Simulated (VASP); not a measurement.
# Li4Mg5Cl14 in VASP: further runs

Runs on Li4Mg5Cl14. Level: PBE. Tasks: single point.

All numbers are computed with VASP 6.6.1; they aren't measurements. Logs are shortened: lines on timing, memory, paths and dates and some standing lists are left out, and cuts for length are marked.

### 1 The cell of the first run

The cell holds an amorphous packing of atoms, 23 atoms: a = 7.003 Å, b = 9.580 Å, c = 9.538 Å, α = 74.31°, β = 97.45°, γ = 96.54°.

### 2 Single point, PBE

INCAR reads:

```
  PREC = Accurate
  ENCUT = 520
  EDIFF = 1E-7
  ISMEAR = 0
  SIGMA = 0.1
  LREAL = Auto
  LASPH = T
  NELM = 80
  ALGO = Normal
  ISIF = 2
  LWAVE = F
  LCHARG = T
  GGA = PE
  LELF = T
  LVHAR = T
  ISYM = 0
  NBANDS = 77
```

KPOINTS reads:

```
Automatic mesh
0
Gamma
  1 1 1
  0.25 0.25 0.25
```

POSCAR reads:

```
Li4Mg5Cl14
1.0
    6.9720434542     -0.4293722086     -0.5000078158
   -0.4172581383      9.4799369301      1.3155153572
   -0.4862009276      1.2744671292      9.4401298845
Mg Cl Li
5 14 4
Direct
    0.3080624362      0.5307612972      0.6452338317
    0.1315070080      0.2869304377      0.4738656255
    0.8408330237      0.7954005569      0.6800301735
    0.7845869238      0.8955942907     -0.0156558716
    0.4129744686      0.4752796563      0.1791275959
    0.4222419684      0.2717801467      0.6486938719
    0.6711987988      0.0946902217      0.0537977402
    0.1958610382      0.2477550356      0.2408695134
    1.1161296657      1.0076012777     -0.0536176510
    0.3841783092      0.4436201405      0.9223232313
    0.1716065507      0.7561126540      0.6509153034
    0.7004061258      0.3669499359      0.3052987555
   -0.0149940501      0.3680141169      0.6531344743
    0.2249994755      0.5442689743      0.3607030984
   -0.0811004441      1.0585517702      0.4921976537
    0.6207486590      0.6471978802      0.5683527386
    0.6197507622      0.9475175787      0.7413458173
    0.9120715911      0.6794153821      0.9450061630
    0.4991460273      0.7355008320      0.0934078152
    0.7087126141      0.2122431180      0.5747097543
    0.8434014435      0.1908936615      0.2285356545
    0.3751103162      0.1926443120      0.9211569718
    0.2400080839      0.8016721184     -0.0963946971
```

Potentials or basis: VASP PAW PBE potentials, release 64 (Mg, Cl, Li_sv).

On the command line:

```console
> cat potpaw_PBE.64/Mg/POTCAR potpaw_PBE.64/Cl/POTCAR potpaw_PBE.64/Li_sv/POTCAR > POTCAR
> mpirun -np 1 vasp_std > vasp.out
```

OUTCAR:

```text
PREC = Accurate
   ENCUT = 520
   EDIFF = 1E-7
   ISMEAR = 0
   LREAL = Auto
   LASPH = T
   NELM = 80
   ISIF = 2
   GGA = PE
   ISYM = 0

 ion  position               nearest neighbor table
   1  0.308  0.531  0.645-  16 2.45  11 2.47  10 2.55  13 2.59  14 2.67   6 2.68   2 3.25
   2  0.132  0.287  0.474-  13 2.44   6 2.45   8 2.46  14 2.46  15 2.48   1 3.25   5 3.60
   3  0.841  0.795  0.680-  16 2.33  11 2.45  17 2.46  18 2.48  15 2.71   4 3.37
   4  0.785  0.896  0.984-  17 2.40   7 2.42   9 2.47  18 2.48  19 2.53   3 3.37
   5  0.413  0.475  0.179-  12 2.40  19 2.44   8 2.49  10 2.53  14 2.56   2 3.60
   6  0.422  0.272  0.649-  20 2.39   2 2.45  22 2.56   1 2.68
   7  0.671  0.095  0.054-  21 2.27   4 2.42  22 2.43
   8  0.196  0.248  0.241-   2 2.46  21 2.46   5 2.49
   9  0.116  0.008  0.946-  22 2.37  23 2.39   4 2.47
  10  0.384  0.444  0.922-  22 2.40   5 2.53   1 2.55
  11  0.172  0.756  0.651-   3 2.45   1 2.47  23 2.54
  12  0.700  0.367  0.305-  21 2.37   5 2.40  20 2.59
  13  0.985  0.368  0.653-   2 2.44  20 2.47   1 2.59
  14  0.225  0.544  0.361-   2 2.46   5 2.56   1 2.67
  15  0.919  0.059  0.492-   2 2.48  21 2.51  20 2.52   3 2.71
  16  0.621  0.647  0.568-   3 2.33   1 2.45
  17  0.620  0.948  0.741-   4 2.40   3 2.46
  18  0.912  0.679  0.945-   3 2.48   4 2.48  23 2.48
  19  0.499  0.736  0.093-  23 2.40   5 2.44   4 2.53
  20  0.709  0.212  0.575-   6 2.39  13 2.47  15 2.52  12 2.59
  21  0.843  0.191  0.229-   7 2.27  12 2.37   8 2.46  15 2.51
  22  0.375  0.193  0.921-   9 2.37  10 2.40   7 2.43   6 2.56
  23  0.240  0.802  0.904-   9 2.39  19 2.40  18 2.48  11 2.54

IMPORTANT INFORMATION: All symmetrisations will be switched off!
NOSYMM: (Re-)initialisation of all symmetry stuff for point group C_1.

----------------------------------------------------------------------------------------

                                     Primitive cell

  volume of cell :     608.7964

  direct lattice vectors                    reciprocal lattice vectors
     6.972043454 -0.429372209 -0.500007816     0.144244045  0.005419490  0.006697432
    -0.417258138  9.479936930  1.315515357     0.005611212  0.107710709 -0.014252514
    -0.486200928  1.274467129  9.440129884     0.006858117 -0.014722817  0.108271621

  length of vectors
     7.003124891  9.579868956  9.538171211     0.144501110  0.108794378  0.109483054

  position of ions in fractional coordinates (direct lattice)
     0.308062436  0.530761297  0.645233832
     0.131507008  0.286930438  0.473865625
     0.840833024  0.795400557  0.680030174
     0.784586924  0.895594291  0.984344128
[... 99 lines left out ...]
   ISIF   =      2    stress and relaxation
   ISYM   =      0    0-nonsym 1-usesym 2-fastsym
   POTIM  = 0.5000    time-step for ionic-motion
   TEBEG  =    0.0;   TEEND  =   0.0 temperature during run
   PSTRESS=    0.0 pullay stress
   NELECT =     120.0000    total number of electrons
   NUPDOWN=      -1.0000    fix difference up-down
   EMIN   =  10.00;   EMAX   =-10.00  energy-range for DOS
   EFERMI =   0.00;   METHOD = LEGACY
   ISMEAR =     0;   SIGMA  =   0.10  broadening in eV -4-tet -1-fermi 0-gaus
   EFERMI_NEDOS =   21; number of points for ismear=-14 and -15
   IALGO  =     38    algorithm
   IMIX   =      4    mixing-type and parameters
     AMIX     =   0.40;   BMIX     =  1.00
     AMIX_MAG =   1.60;   BMIX_MAG =  1.00
  volume/ion in A,a.u.               =      26.47       178.62
  Fermi-wavevector in a.u.,A,eV,Ry     =   0.952748  1.800432 12.350390  0.907728
  Thomas-Fermi vector in A             =   2.081339
   LORBIT       =      0    0 simple, 1 ext, 2 COOP (PROOUT), +10 PAW based schemes
   GGA     = PE    functional components
   LHFCALC =     F    Hartree Fock is set to
   AEXX    =    0.0000 exact exchange contribution
   IVDW    =     0    specifies the selected vdW correction
   LEPSILON=     F    determine dielectric tensor
   LRPA    =     F    only Hartree local field effects (RPA)
 non-spin polarized calculation
 Gauss-broadening in eV      SIGMA  =   0.10
  energy-cutoff  :      520.00
  volume of cell :      608.80
 maximum number of plane-waves:     16386
 NGX is ok and might be reduce to    54
   NGX = 27   NGY = 35   NGZ = 35

 number of electron     119.9999995 magnetization

 Free energy of the ion-electron system (eV)
  ---------------------------------------------------
  ext. energy  EPLUGINS =         0.00000000
  ---------------------------------------------------
  free energy    TOTEN  =       -81.51050218 eV

  energy without entropy =      -81.51050218  energy(sigma->0) =      -81.51050218

 E-fermi :  -0.8356     XC(G=0):  -7.2676

 val. band max:       -1.3419637012   @ k =   0.2500   0.2500   0.2500
 cond. band min:       4.1316208056   @ k =   0.2500   0.2500   0.2500
 fundamental gap:      5.4735845067
 Fermi energy:        -0.8355808447

 k-point     1 :       0.2500    0.2500    0.2500
  band No.  band energies     occupation
      1     -45.1131      2.00000
      2     -44.9591      2.00000
      3     -44.9435      2.00000
      4     -44.9083      2.00000
      5     -14.8316      2.00000
      6     -14.6836      2.00000
[... 64 lines left out ...]
     71       6.4713      0.00000
     72       6.5737      0.00000
 [bands above 72 left out]

------------------------ aborting loop because EDIFF is reached ----------------------------------------

  FORCE on cell =-STRESS in cart. coord.  units (eV):
  Direction    XX          YY          ZZ          XY          YZ          ZX
  --------------------------------------------------------------------------------------
  -------------------------------------------------------------------------------------
  Total       -0.6113630     -0.5852076     -0.6117139      0.0000549      0.0230323      0.0291486
  in kB       -1.6089318     -1.5400985     -1.6098554      0.0001444      0.0606144      0.0767106
  external PRESSURE =      -1.5862952 kB  Pullay stress =       0.0000000 kB

 VOLUME and BASIS-vectors are now :
 -----------------------------------------------------------------------------
  energy-cutoff  :      520.00
  volume of cell :      608.80
      direct lattice vectors                 reciprocal lattice vectors
     6.972043454 -0.429372209 -0.500007816     0.144244045  0.005419490  0.006697432
    -0.417258138  9.479936930  1.315515357     0.005611212  0.107710709 -0.014252514
    -0.486200928  1.274467129  9.440129884     0.006858117 -0.014722817  0.108271621

 POSITION                                       TOTAL-FORCE (eV/Angst)
 -----------------------------------------------------------------------------------
      1.61265      5.72164      6.63528         0.001718      0.005625      0.008640
      0.56675      3.26754      4.78506         0.003737      0.010113      0.011157
      5.19981      8.04599      7.04551         0.002331      0.001590      0.007588
      4.61789      9.40781     10.07820         0.001367      0.002967     -0.012585
      2.59387      4.55659      2.10973         0.000017     -0.002358     -0.006426
      2.51509      3.22190      6.27016        -0.036335      0.027787     -0.020594
[... 15 lines left out ...]
      2.08704      2.83918      8.76171         0.002025      0.000658     -0.002630
      0.89951      8.64836      9.46476        -0.004807      0.001855      0.002574
 -----------------------------------------------------------------------------------
    total drift:                               -0.002219      0.004235     -0.000752

  FREE ENERGIE OF THE ION-ELECTRON SYSTEM (eV)
  ---------------------------------------------------
  free  energy   TOTEN  =       -81.5105021769 eV

  energy  without entropy=      -81.5105021769  energy(sigma->0) =      -81.51050218
```

Wall time 2 min (1 thread of Intel Xeon Platinum 8259CL at 2.50GHz (Skylake/Cascade Lake), shared host); peak memory 0.57 GiB.

Results:

```
Free energy            : -81.5105 eV
Largest force          : 0.050 eV/Å
Band gap on the k mesh : 5.47 eV
```

Forces on the atoms (eV/Å):
```
Mg   0.002  0.006  0.009
Mg   0.004  0.010  0.011
Mg   0.002  0.002  0.008
Mg   0.001  0.003 -0.013
Mg   0.000 -0.002 -0.006
Cl  -0.036  0.028 -0.021
Cl   0.004 -0.027 -0.016
Cl   0.003  0.014  0.007
Cl  -0.007  0.012  0.005
Cl  -0.004  0.004  0.003
Cl  -0.018 -0.004 -0.003
Cl  -0.019  0.009 -0.001
Cl   0.036  0.004 -0.019
Cl   0.009 -0.030  0.025
Cl   0.008  0.001  0.001
Cl  -0.010 -0.005  0.005
Cl   0.017 -0.006  0.011
Cl  -0.012  0.003 -0.009
Cl   0.003 -0.013  0.004
Li   0.008 -0.011 -0.007
Li   0.012  0.002  0.007
Li   0.002  0.001 -0.003
Li  -0.005  0.002  0.003
```

Levels at points of the mesh, in eV from the valence-band top:
| k point | band 56 | band 57 | band 58 | band 59 | band 60 | band 61 | band 62 | band 63 | band 64 | band 65 |
| --- | --- | --- | --- | --- | --- | --- | --- | --- | --- | --- |
| (0.25, 0.25, 0.25) | -0.32 | -0.28 | -0.18 | -0.14 | 0.00 | 5.47 | 6.13 | 6.26 | 6.63 | 6.93 |

Caveat: the k points lie up to 0.91 Å⁻¹ apart; the cutoff is under 1.25 times the usual one of these potentials, so pressure, stress and relaxed cells hold a basis-set (Pulay) error.

(Part 1 of 2 ends here.)
